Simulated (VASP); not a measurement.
# B5W (F-43m) in VASP: a series of runs

The runs below take B5W through single point, with PBE.

Program: VASP 6.6.1. These are calculated values, not measurements. Logs are shortened: lines on timing, memory, paths and dates and some standing lists are left out, and cuts for length are marked.

**1. The cell of the first run**

It takes space group F-43m (No. 216, cubic). Conventional cell: a = 5.679 Å, b = 5.679 Å, c = 5.679 Å, α = 90.00°, β = 90.00°, γ = 90.00°. B (site symmetry -43m) has 12 B at 2.35 Å and 4 W at 2.46 Å within 3.1 Å. B (site symmetry 3m) has 9 B at 1.94 to 2.35 Å and 3 W at 2.36 Å within 2.6 Å. W (site symmetry -43m) has 16 B at 2.36 to 2.46 Å within 3.1 Å.

**2. Single point, PBE**

Contents of INCAR:

```
SYSTEM = B5W
  PREC = Accurate
  ENCUT = 520
  EDIFF = 1E-7
  ISMEAR = 0
  SIGMA = 0.1
  LREAL = .False.
  LASPH = .True.
  NELM = 80
  ALGO = Normal
  ISIF = 2
  LWAVE = .False.
  LCHARG = .False.
  GGA = PE
  NBANDS = 24
```

Contents of KPOINTS:

```
Automatic mesh
0
Gamma
  6 6 6
  0 0 0
```

Contents of POSCAR:

```
B5W
1.0
    0.0000000000      2.8392835819      2.8392835819
    2.8392835819      0.0000000000      2.8392835819
    2.8392835819      2.8392835819      0.0000000000
B W
5 1
Direct
    0.7500000000      0.7500000000      0.7500000000
    0.3790251916      0.3790251916      0.8629244253
    0.3790251916      0.8629244253      0.3790251916
    0.3790251916      0.3790251916      0.3790251916
    0.8629244253      0.3790251916      0.3790251916
    0.0000000000      0.0000000000      0.0000000000
```

Potentials or basis: VASP PAW PBE potentials, release 64 (B, W_sv).

Run with:

```bash
cat potpaw_PBE.64/B/POTCAR potpaw_PBE.64/W_sv/POTCAR > POTCAR
mpirun -np 1 vasp_std > vasp.out
```

OUTCAR:

```text
SYSTEM = B5W
   PREC = Accurate
   ENCUT = 520
   EDIFF = 1E-7
   ISMEAR = 0
   LREAL = .False.
   LASPH = .True.
   NELM = 80
   ISIF = 2
   GGA = PE

 ion  position               nearest neighbor table
   1  0.750  0.750  0.750-   6 2.46   6 2.46   6 2.46   6 2.46
   2  0.379  0.379  0.863-   3 1.94   4 1.94   5 1.94   4 2.07   3 2.07   5 2.07   6 2.36   6 2.36
                             6 2.36
   3  0.379  0.863  0.379-   2 1.94   4 1.94   5 1.94   2 2.07   4 2.07   5 2.07   6 2.36   6 2.36
                             6 2.36
   4  0.379  0.379  0.379-   2 1.94   3 1.94   5 1.94   2 2.07   3 2.07   5 2.07   6 2.36   6 2.36
                             6 2.36
   5  0.863  0.379  0.379-   2 1.94   3 1.94   4 1.94   4 2.07   2 2.07   3 2.07   6 2.36   6 2.36
                             6 2.36
   6  0.000  0.000  0.000-   3 2.36   5 2.36   2 2.36   5 2.36   2 2.36   3 2.36   4 2.36   4 2.36
                             4 2.36   2 2.36   3 2.36   5 2.36   1 2.46   1 2.46   1 2.46   1 2.46

  LATTYP: Found a face centered cubic cell.
 ALAT       =     5.6785671638

  Lattice vectors:

 A1 = (   0.0000000000,   2.8392835819,   2.8392835819)
 A2 = (   2.8392835819,   0.0000000000,   2.8392835819)
 A3 = (   2.8392835819,   2.8392835819,   0.0000000000)

Analysis of symmetry for initial positions (statically):
=====================================================================
 Subroutine PRICEL returns:
 Original cell was already a primitive cell.

 Routine SETGRP: Setting up the symmetry group for a
 face centered cubic supercell.

 Subroutine GETGRP returns: Found 24 space group operations
 (whereof 24 operations were pure point group operations)
 out of a pool of 48 trial point group operations.

The static configuration has the point symmetry T_d .

Analysis of symmetry for dynamics (positions and initial velocities):
=====================================================================
 Subroutine PRICEL returns:
 Original cell was already a primitive cell.

 Routine SETGRP: Setting up the symmetry group for a
 face centered cubic supercell.

 Subroutine GETGRP returns: Found 24 space group operations
 (whereof 24 operations were pure point group operations)
 out of a pool of 48 trial point group operations.

The dynamic configuration has the point symmetry T_d .

 Subroutine INISYM returns: Found 24 space group operations
 (whereof 24 operations are pure point group operations),
 and found     1 'primitive' translations

----------------------------------------------------------------------------------------

                                     Primitive cell

  volume of cell :      45.7779

  direct lattice vectors                    reciprocal lattice vectors
     0.000000000  2.839283582  2.839283582    -0.176100761  0.176100761  0.176100761
     2.839283582  0.000000000  2.839283582     0.176100761 -0.176100761  0.176100761
     2.839283582  2.839283582  0.000000000     0.176100761  0.176100761 -0.176100761

  length of vectors
     4.015353349  4.015353349  4.015353349     0.305015466  0.305015466  0.305015466

  position of ions in fractional coordinates (direct lattice)
     0.750000000  0.750000000  0.750000000
     0.379025192  0.379025192  0.862924425
     0.379025192  0.862924425  0.379025192
     0.379025192  0.379025192  0.379025192
     0.862924425  0.379025192  0.379025192
     0.000000000  0.000000000  0.000000000

  ion indices of the primitive-cell ions
   primitive index   ion index
                 1           1
                 2           2
                 3           3
                 4           4
                 5           5
                 6           6

----------------------------------------------------------------------------------------

 KPOINTS: Automatic mesh

Automatic generation of k-mesh.
 Grid dimensions read from file:
 generate k-points for:    6    6    6

 Generating k-lattice:

  Cartesian coordinates                     Fractional coordinates (reciprocal lattice)
    -0.029350127  0.029350127  0.029350127     0.166666667  0.000000000  0.000000000
     0.029350127 -0.029350127  0.029350127     0.000000000  0.166666667  0.000000000
     0.029350127  0.029350127 -0.029350127     0.000000000  0.000000000  0.166666667

  Length of vectors
     0.050835911  0.050835911  0.050835911

  Shift w.r.t. Gamma in fractional coordinates (k-lattice)
     0.000000000  0.000000000  0.000000000

 Subroutine IBZKPT returns following result:
 ===========================================

 Found     16 irreducible k-points:

 Following reciprocal coordinates:
            Coordinates               Weight
  0.000000  0.000000  0.000000      1.000000
  0.166667  0.000000  0.000000      8.000000
  0.333333  0.000000  0.000000      8.000000
  0.500000  0.000000  0.000000      4.000000
  0.166667  0.166667  0.000000      6.000000
  0.333333  0.166667  0.000000     24.000000
[... 8 lines left out ...]
 -0.333333  0.333333  0.166667     24.000000
 -0.333333  0.500000  0.166667     12.000000
   k-points           NKPTS =     16   k-points in BZ     NKDIM =     16   number of bands    NBANDS=     24
   number of dos      NEDOS =    301   number of ions     NIONS =      6
   total plane-waves  NPLWV =  27000
   dimension x,y,z NGX =    30 NGY =   30 NGZ =   30
   dimension x,y,z NGXF=    60 NGYF=   60 NGZF=   60
   ions per type =               5   1
   NGX,Y,Z   is equivalent  to a cutoff of  12.42, 12.42, 12.42 a.u.
   NGXF,Y,Z  is equivalent  to a cutoff of  24.84, 24.84, 24.84 a.u.
 SYSTEM =  B5W
   PREC   = accura    normal or accurate (medium, high low for compatibility)
   ISTART =      0    job   : 0-new  1-cont  2-samecut
   ICHARG =      2    charge: 1-file 2-atom 10-const
   ISPIN  =      1    spin polarized calculation?
   LNONCOLLINEAR =      F non collinear calculations
   LSORBIT =      F    spin-orbit coupling
   LASPH  =      T    aspherical Exc in radial PAW
   ENCUT  =  520.0 eV  38.22 Ry    6.18 a.u.   7.47  7.47  7.47*2*pi/ulx,y,z
   NELM   =     80;   NELMIN=  2; NELMDL= -5     # of ELM steps
   EDIFF  = 0.1E-06   stopping-criterion for ELM
   LREAL  =      F    real-space projection
   EDIFFG = 0.1E-05   stopping-criterion for IOM
   NSW    =      0    number of steps for IOM
   IBRION =     -1    ionic relax: 0-MD 1-quasi-New 2-CG
   NFREE  =      0    steps in history (QN), initial steepest desc. (CG)
   ISIF   =      2    stress and relaxation
   ISYM   =      2    0-nonsym 1-usesym 2-fastsym
   POTIM  = 0.5000    time-step for ionic-motion
   TEBEG  =    0.0;   TEEND  =   0.0 temperature during run
   PSTRESS=    0.0 pullay stress
   NELECT =      29.0000    total number of electrons
   NUPDOWN=      -1.0000    fix difference up-down
   EMIN   =  10.00;   EMAX   =-10.00  energy-range for DOS
   EFERMI =   0.00;   METHOD = LEGACY
   ISMEAR =     0;   SIGMA  =   0.10  broadening in eV -4-tet -1-fermi 0-gaus
   EFERMI_NEDOS =   21; number of points for ismear=-14 and -15
   IALGO  =     38    algorithm
   IMIX   =      4    mixing-type and parameters
     AMIX     =   0.40;   BMIX     =  1.00
     AMIX_MAG =   1.60;   BMIX_MAG =  1.00
  volume/ion in A,a.u.               =       7.63        51.49
  Fermi-wavevector in a.u.,A,eV,Ry     =   1.406011  2.656976 26.896909  1.976867
  Thomas-Fermi vector in A             =   2.528414
   LORBIT       =      0    0 simple, 1 ext, 2 COOP (PROOUT), +10 PAW based schemes
   GGA     = PE    functional components
   LHFCALC =     F    Hartree Fock is set to
   AEXX    =    0.0000 exact exchange contribution
   IVDW    =     0    specifies the selected vdW correction
   LEPSILON=     F    determine dielectric tensor
   LRPA    =     F    only Hartree local field effects (RPA)
 non-spin polarized calculation
 Gauss-broadening in eV      SIGMA  =   0.10
  energy-cutoff  :      520.00
  volume of cell :       45.78
 maximum number of plane-waves:      1258
 NGX is ok and might be reduce to    30
   NGX = 15   NGY = 15   NGZ = 15

 number of electron      28.9999998 magnetization

 Free energy of the ion-electron system (eV)
  ---------------------------------------------------
  ext. energy  EPLUGINS =         0.00000000
  ---------------------------------------------------
  free energy    TOTEN  =       -42.47935200 eV

  energy without entropy =      -42.47477234  energy(sigma->0) =      -42.47706217

 E-fermi :  10.8497     XC(G=0): -13.1945

 val. band max:       10.7228953464   @ k =   0.5000   0.3333   0.1667
 cond. band min:      10.9057965649   @ k =  -0.3333   0.3333   0.0000
 fundamental gap:      0.1829012185
 Fermi energy:        10.8497370968

 k-point     1 :       0.0000    0.0000    0.0000
  band No.  band energies     occupation
      1     -63.3296      2.00000
      2     -27.7105      2.00000
      3     -27.7105      2.00000
      4     -27.7105      2.00000
      5      -5.9097      2.00000
      6       1.9760      2.00000
[... 16 lines left out ...]
     23      17.8246      0.00000
     24      20.2006      0.00000

 k-point     2 :       0.1667    0.0000    0.0000
  band No.  band energies     occupation
      1     -63.3295      2.00000
      2     -27.7237      2.00000
      3     -27.7128      2.00000
      4     -27.7128      2.00000
      5      -5.5403      2.00000
      6       0.9820      2.00000
[... 16 lines left out ...]
     23      17.6102      0.00000
     24      19.7727      0.00000

 k-point     3 :       0.3333    0.0000    0.0000
  band No.  band energies     occupation
      1     -63.3290      2.00000
      2     -27.7498      2.00000
      3     -27.7172      2.00000
      4     -27.7172      2.00000
      5      -4.4960      2.00000
      6      -0.9534      2.00000
[... 16 lines left out ...]
     23      17.5019      0.00000
     24      18.2343      0.00000

 k-point     4 :       0.5000    0.0000    0.0000
  band No.  band energies     occupation
      1     -63.3288      2.00000
      2     -27.7629      2.00000
      3     -27.7195      2.00000
      4     -27.7195      2.00000
      5      -3.1950      2.00000
      6      -2.5762      2.00000
[... 16 lines left out ...]
     23      17.5048      0.00000
     24      17.9830      0.00000

 k-point     5 :       0.1667    0.1667    0.0000
  band No.  band energies     occupation
      1     -63.3294      2.00000
      2     -27.7234      2.00000
      3     -27.7158      2.00000
      4     -27.7158      2.00000
      5      -5.4222      2.00000
      6       1.0475      2.00000
[... 16 lines left out ...]
     23      17.5872      0.00000
     24      19.8633      0.00000

 k-point     6 :       0.3333    0.1667    0.0000
  band No.  band energies     occupation
      1     -63.3290      2.00000
      2     -27.7427      2.00000
      3     -27.7208      2.00000
      4     -27.7207      2.00000
      5      -4.6189      2.00000
      6      -0.2380      2.00000
[... 16 lines left out ...]
     23      17.6477      0.00000
     24      18.5565      0.00000
[... 163 lines left out ...]
 k-point    13 :       0.5000    0.5000    0.0000
  band No.  band energies     occupation
      1     -63.3286      2.00000
      2     -27.7610      2.00000
      3     -27.7318      2.00000
      4     -27.7318      2.00000
      5      -2.9222      2.00000
      6      -1.5871      2.00000
[... 16 lines left out ...]
     23      18.6480      0.00000
     24      18.7809      0.00000

 k-point    14 :       0.5000    0.3333    0.1667
  band No.  band energies     occupation
      1     -63.3288      2.00000
      2     -27.7502      2.00000
      3     -27.7333      2.00000
      4     -27.7240      2.00000
      5      -3.7015      2.00000
      6      -0.8485      2.00000
[... 16 lines left out ...]
     23      17.2940      0.00000
     24      17.5229      0.00000

 k-point    15 :      -0.3333    0.3333    0.1667
  band No.  band energies     occupation
      1     -63.3286      2.00000
      2     -27.7522      2.00000
      3     -27.7397      2.00000
      4     -27.7272      2.00000
      5      -2.7588      2.00000
      6      -1.7190      2.00000
[... 16 lines left out ...]
     23      16.9826      0.00000
     24      17.8451      0.00000

 k-point    16 :      -0.3333    0.5000    0.1667
  band No.  band energies     occupation
      1     -63.3285      2.00000
      2     -27.7537      2.00000
      3     -27.7391      2.00000
      4     -27.7319      2.00000
      5      -2.6358      2.00000
      6      -1.4925      2.00000
[... 16 lines left out ...]
     23      16.9940      0.00000
     24      18.1943      0.00000

------------------------ aborting loop because EDIFF is reached ----------------------------------------

  FORCE on cell =-STRESS in cart. coord.  units (eV):
  Direction    XX          YY          ZZ          XY          YZ          ZX
  --------------------------------------------------------------------------------------
  -------------------------------------------------------------------------------------
  Total        0.0520407      0.0520407      0.0520407     -0.0000000      0.0000000     -0.0000000
  in kB        1.8213683      1.8213683      1.8213683     -0.0000000      0.0000000     -0.0000000
  external PRESSURE =       1.8213683 kB  Pullay stress =       0.0000000 kB

 VOLUME and BASIS-vectors are now :
 -----------------------------------------------------------------------------
  energy-cutoff  :      520.00
  volume of cell :       45.78
      direct lattice vectors                 reciprocal lattice vectors
     0.000000000  2.839283582  2.839283582    -0.176100761  0.176100761  0.176100761
     2.839283582  0.000000000  2.839283582     0.176100761 -0.176100761  0.176100761
     2.839283582  2.839283582  0.000000000     0.176100761  0.176100761 -0.176100761

 POSITION                                       TOTAL-FORCE (eV/Angst)
 -----------------------------------------------------------------------------------
      4.25893      4.25893      4.25893         0.000000      0.000000      0.000000
      3.52625      3.52625      2.15232         0.000093      0.000093     -0.000093
      3.52625      2.15232      3.52625         0.000093     -0.000093      0.000093
      2.15232      2.15232      2.15232        -0.000093     -0.000093     -0.000093
      2.15232      3.52625      3.52625        -0.000093      0.000093      0.000093
      0.00000      0.00000      0.00000         0.000000      0.000000      0.000000
 -----------------------------------------------------------------------------------
    total drift:                               -0.000000     -0.000000      0.000000

  FREE ENERGIE OF THE ION-ELECTRON SYSTEM (eV)
  ---------------------------------------------------
  free  energy   TOTEN  =       -42.4793519987 eV

  energy  without entropy=      -42.4747723388  energy(sigma->0) =      -42.47706217
```

Run time: 10 s. Hardware: 1 thread of AMD EPYC 9R45 (Zen 5), shared host; peak memory 0.14 GiB.

What came out:

```
Free energy : -42.4794 eV
Pressure    : 0.2 GPa
```

Levels at points of the mesh, in eV from the Fermi level:
```tsv
k point	band 10	band 11	band 12	band 13	band 14	band 15	band 16	band 17	band 18	band 19
(0.00, 0.00, 0.00)	-5.73	-5.73	-3.68	-3.68	-3.68	-3.60	1.69	1.69	1.69	5.77
(0.50, 0.00, 0.00)	-5.06	-5.06	-3.92	-3.05	-3.05	1.03	2.40	2.40	3.16	4.63
(0.50, 0.50, 0.00)	-7.48	-3.53	-2.26	-2.26	-1.22	0.54	1.41	2.29	2.29	3.51
```

Caveat: spin-orbit coupling is left out, which moves the levels of the heavy elements.

**3. Single point, PBE**

This run uses another cell than the first one, of 8.76 Å³/atom, 1.148 times its volume.

Contents of INCAR:

```
  PREC = Accurate
  ENCUT = 520
  EDIFF = 1E-6
  ISMEAR = 0
  SIGMA = 0.1
  LREAL = False
  LASPH = True
  NELM = 80
  ALGO = Normal
  ISIF = 2
  LWAVE = False
  LCHARG = True
  GGA = PE
  LELF = True
  LVHAR = True
  NBANDS = 24
```

Contents of KPOINTS:

```
Automatic mesh
0
Gamma
  6 6 6
```

Contents of POSCAR:

```
B5W
1.0
    0.0000000000      2.9726097200      2.9726097200
    2.9726097200      0.0000000000      2.9726097200
    2.9726097200      2.9726097200      0.0000000000
B W
5 1
Direct
    0.7500000000      0.7500000000      0.7500000000
    0.3759736600      0.3759736600      0.8720790100
    0.3759736600      0.8720790100      0.3759736600
    0.3759736600      0.3759736600      0.3759736600
    0.8720790100      0.3759736600      0.3759736600
    0.0000000000      0.0000000000      0.0000000000
```

Potentials or basis: VASP PAW PBE potentials, release 64 (B, W_sv).

Run with:

```bash
cat potpaw_PBE.64/B/POTCAR potpaw_PBE.64/W_sv/POTCAR > POTCAR
mpirun -np 1 vasp_std > vasp.out
```

Wall time 12 s (1 thread of AMD EPYC 9R45 (Zen 5), shared host); peak memory 0.14 GiB.

The run converged. Its results:

- Free energy: -41.7259 eV
- Pressure: -31.3 GPa
- Largest force: 0.255 eV/Å

Forces on the atoms (eV/Å):
```
B    0.000  0.000  0.000
B   -0.147 -0.147  0.147
B   -0.147  0.147 -0.147
B    0.147  0.147  0.147
B    0.147 -0.147 -0.147
W    0.000  0.000  0.000
```

Levels at points of the mesh, in eV from the Fermi level:
```csv
k point,band 10,band 11,band 12,band 13,band 14,band 15,band 16,band 17,band 18,band 19
"(0.00, 0.00, 0.00)",-4.80,-4.80,-3.45,-3.27,-3.27,-3.27,1.46,1.46,1.46,4.84
"(0.50, 0.00, 0.00)",-4.59,-4.59,-3.58,-2.51,-2.51,1.13,2.44,2.55,2.55,3.78
"(0.50, 0.50, 0.00)",-6.60,-2.81,-1.89,-1.89,-0.64,0.50,1.43,2.46,2.46,2.76
```

Caveat: spin-orbit coupling is left out, which moves the levels of the heavy elements.
